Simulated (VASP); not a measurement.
Input of a VASP 6.6.1 run:

The input INCAR:

```
SYSTEM = W
ALGO = Normal
DIPOL = 0.5 0.5 0.500
EDIFF = 1E-6
EDIFFG = -0.02
ENCUT = 520
GGA = PE
IBRION = 2
IDIPOL = 3
ISIF = 2
ISMEAR = 0
KPAR = 4
LASPH = .True.
LCHARG = .False.
LDIPOL = .True.
LREAL = .False.
LWAVE = .False.
NELM = 80
NSW = 80
PREC = Accurate
SIGMA = 0.1
```

The input KPOINTS:

```
k-points
0
Gamma
  13 13 1
  0 0 0
```

File POSCAR:

```
W
1.0
    2.7570398385      0.0000000000      0.0000000000
   -0.9190132795      2.5993620877      0.0000000000
    0.0000000000      0.0000000000     26.2555680080
W
6
Direct
    0.5000000000      0.5000000000      0.2856536944
    0.0000000000      0.0000000000      0.3713922166
    0.5000000000      0.5000000000      0.4571307389
    0.0000000000      0.0000000000      0.5428692611
    0.5000000000      0.5000000000      0.6286077834
    0.0000000000      0.0000000000      0.7143463056
```

Potentials or basis: VASP PAW PBE potentials, release 64 (W_sv).

Command:

```console
$ cat potpaw_PBE.64/W_sv/POTCAR > POTCAR
$ mpirun -np 4 vasp_std > vasp.out
```

Problem. What does it give for the energy gained by relaxing?

Solution. 10.1 meV/atom.

Problem. Predict the band gap on the k mesh.

Solution. Zero (bands 42 and 43 overlap by 1.79 eV).

Forces in eV/Å, atoms in the order of the input:
```
W    0.000  0.000  0.011
W    0.000  0.000  0.000
W    0.000  0.000 -0.018
W    0.000  0.000  0.018
W    0.000  0.000  0.000
W    0.000  0.000 -0.011
```

Caveat: spin-orbit coupling is left out, which moves the levels of the heavy elements.
